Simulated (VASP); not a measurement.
Write the native input for VASP 6.6.1 that does the following.

```
Task                   : single point
Functional             : RPBE
Potentials or basis    : VASP PAW PBE potentials, release 64 (Cs_sv)
Cutoff                 : 520 eV
k mesh                 : 8 × 8 × 8
Occupations            : fermi-dirac, width 0.1 eV
Spin                   : no spin polarisation
Dipole correction      : no
Further INCAR settings : ALGO = Normal; EDIFF = 1e-06; NBANDS = 10
```

The structure of Cs lies in POSCAR:

```
Cs
1.0
    0.0000000000      4.0842976075      4.0842976075
    4.0842976075      0.0000000000      4.0842976075
    4.0842976075      4.0842976075      0.0000000000
Cs
1
Direct
    0.0000000000      0.0000000000      0.0000000000
```

This cell differs from its parent crystal: volume scaled by 1.04.

The input as run:

INCAR

```
SYSTEM = Cs
PREC = Accurate
ENCUT = 520
EDIFF = 1E-6
ISMEAR = -1
SIGMA = 0.1
LREAL = .False.
LASPH = .True.
NELM = 80
ALGO = Normal
ISIF = 2
LWAVE = .False.
LCHARG = .False.
GGA = RP
NBANDS = 10
```

KPOINTS

```
regular mesh
0
Gamma
  8 8 8
  0 0 0
```

Potentials or basis: VASP PAW PBE potentials, release 64 (Cs_sv).

Command:

```sh
$ cat potpaw_PBE.64/Cs_sv/POTCAR > POTCAR
$ mpirun -np 1 vasp_std > vasp.out
```

It gave:

| Quantity | Value |
| --- | --- |
| Pressure | 0.0 GPa |

Caveat: the PAW data sets were made with another functional, which shifts forces and pressure a little.

Wall time 23 s on 1 thread of AMD EPYC 9R45 (Zen 5), with other jobs on the host, peak memory 0.27 GiB.
